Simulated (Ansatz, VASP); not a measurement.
**Two plane-wave programs on GaSb3**

INCAR

```
SYSTEM = GaSb3
PREC = Accurate
ENCUT = 520
EDIFF = 1E-7
ISMEAR = 0
SIGMA = 0.15
LREAL = .False.
LASPH = .True.
NELM = 80
ALGO = Normal
ISIF = 2
LWAVE = .False.
LCHARG = .True.
GGA = PS
LELF = .True.
LVHAR = .True.
NBANDS = 22
```

KPOINTS

```
regular mesh
0
Gamma
  10 10 10
  0 0 0
```

The input POSCAR:

```
GaSb3
1.0
   -0.1458668159      3.6466703981      4.0478041419
    3.5008035822      0.0000000000      3.9019373260
    3.6466703981      3.6466703981     -0.1458668159
Ga Sb
1 3
Direct
    0.0000000000      0.0000000000      0.0000000000
    0.2500000000      0.2500000000      0.2500000000
    0.7500000000      0.7500000000      0.7500000000
    0.5000000000      0.5000000000      0.5000000000
```

Input for Ansatz:

```yaml
crystal:
  lattice:
    - [-0.1458668159, 3.6466703981, 4.0478041419]
    - [3.5008035822, 0.0, 3.901937326]
    - [3.6466703981, 3.6466703981, -0.1458668159]
  atoms:
    - { symbol: Ga, position: [0.0, 0.0, 0.0] }
    - { symbol: Sb, position: [0.25, 0.25, 0.25] }
    - { symbol: Sb, position: [0.75, 0.75, 0.75] }
    - { symbol: Sb, position: [0.5, 0.5, 0.5] }
basis:
  ecutwfc: 420
kpoints:
  mp_grid: { grid: [10, 10, 10] }
hamiltonian:
  xc: pbesol
  pseudopotentials: { kind: paw, azcp: { folder: soft_1 } }
scf:
  occupations: { method: gaussian, width: 0.15 }
output:
  forces: true
  stress: true
  eigenvalues: true
```

Change from the starting cell: engineering shear strain xz -0.0800, normal strain along z +0.1100.

Alike in both runs: task single point; functional PBEsol; k mesh 10 × 10 × 10; occupations gaussian, width 0.15 eV; no spin polarisation.

```csv
,VASP,Ansatz
version,VASP 6.6.1,Ansatz 0.2.0
potentials or method,"VASP PAW PBE potentials, release 64 (Ga_d, Sb), cutoff 520 eV","scalar-relativistic, plane waves, PAW"
valence electrons in the cell,28,58
```

VASP gave:

* gap on the k mesh at the Fermi level (eV): none
* pressure (GPa): -4.4
* traceless stress, the component that is largest in VASP (GPa): 0.77
* rms of the force components (eV/Å): 0.048

Task: Estimate Ansatz's values.

Result: gap on the k mesh at the Fermi level (eV): none; pressure (GPa): -4.3; traceless stress, the component that is largest in VASP (GPa): 0.75; rms of the force components (eV/Å): 0.048.

VASP's potentials were made for PBE, not for PBEsol, and Ansatz warns of the same on its side. Atom by atom the forces differ by 0.000 eV/Å (rms over components). A gap of «none» marks a metal or a gap that the smearing closes. VASP's potentials hold 28 valence electrons a cell and Ansatz's 58, so a difference there can come from the potentials and not from the codes.

Neither program's run includes spin-orbit coupling.
